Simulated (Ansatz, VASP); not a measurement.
# One calculation of AlN, two programs

INCAR

```
SYSTEM = AlN
ALGO     = Normal         ! electronic algorithm
EDIFF    = 1E-6           ! SCF threshold, eV
ENCUT    = 520            ! plane-wave cutoff, eV
GGA      = PE             ! functional
ISIF     = 2              ! what is computed and relaxed
ISMEAR   = 0              ! smearing method
LASPH    = .True.         ! aspherical terms in the spheres
LCHARG   = .False.        ! write CHGCAR
LREAL    = .False.        ! projectors in reciprocal space
LWAVE    = .False.        ! write WAVECAR
NBANDS   = 11             ! bands
NELM     = 80             ! most SCF steps
PREC     = Accurate       ! precision mode
SIGMA    = 0.05           ! smearing width, eV
```

KPOINTS

```
k-points
0
Gamma
  10 10 10
  0 0 0
```

File POSCAR:

```
AlN
1.0
   -0.1270709010      2.0764707353      2.0764707353
    2.0764707353     -0.1270709010      2.0764707353
    2.0764707353      2.0764707353     -0.1270709010
Al N
1 1
Direct
    0.5000000000      0.5000000000      0.5000000000
    0.0000000000      0.0000000000      0.0000000000
```

Input for Ansatz:

```yaml
crystal:
  lattice:
    - [-0.127070901, 2.0764707353, 2.0764707353]
    - [2.0764707353, -0.127070901, 2.0764707353]
    - [2.0764707353, 2.0764707353, -0.127070901]
  atoms:
    - { symbol: Al, position: [0.5, 0.5, 0.5] }
    - { symbol: "N", position: [0.0, 0.0, 0.0] }
basis:
  ecutwfc: 520.0
kpoints:
  mp_grid: { grid: [10, 10, 10] }
hamiltonian:
  xc: pbe
  pseudopotentials: { kind: paw, azcp: { folder: soft_1 } }
scf:
  occupations: { method: gaussian, width: 0.05 }
output:
  forces: true
  stress: true
  eigenvalues: true
```

Alike in both runs: task single point; functional PBE; k mesh 10 × 10 × 10; occupations gaussian, width 0.05 eV; no spin polarisation.

|  | VASP | Ansatz |
| --- | --- | --- |
| version | VASP 6.6.1 | Ansatz 0.2.0 |
| potentials or method | VASP PAW PBE potentials, release 64 (Al, N), cutoff 520 eV | scalar-relativistic, plane waves, PAW |
| valence electrons in the cell | 8 | 8 |

Ansatz gave:

* gap on the k mesh at the Fermi level (eV): 2.16
* least direct gap on the mesh (eV): 2.57
* pressure (GPa): -27.0
* traceless stress, the component that is largest in VASP (GPa): 13.30

Task: What did VASP give for the same quantities?

Result: gap on the k mesh at the Fermi level (eV): 2.15; least direct gap on the mesh (eV): 2.57; pressure (GPa): -27.1; traceless stress, the component that is largest in VASP (GPa): 13.31.

With one functional, cell and mesh, what is left measures potentials, basis and numerics.
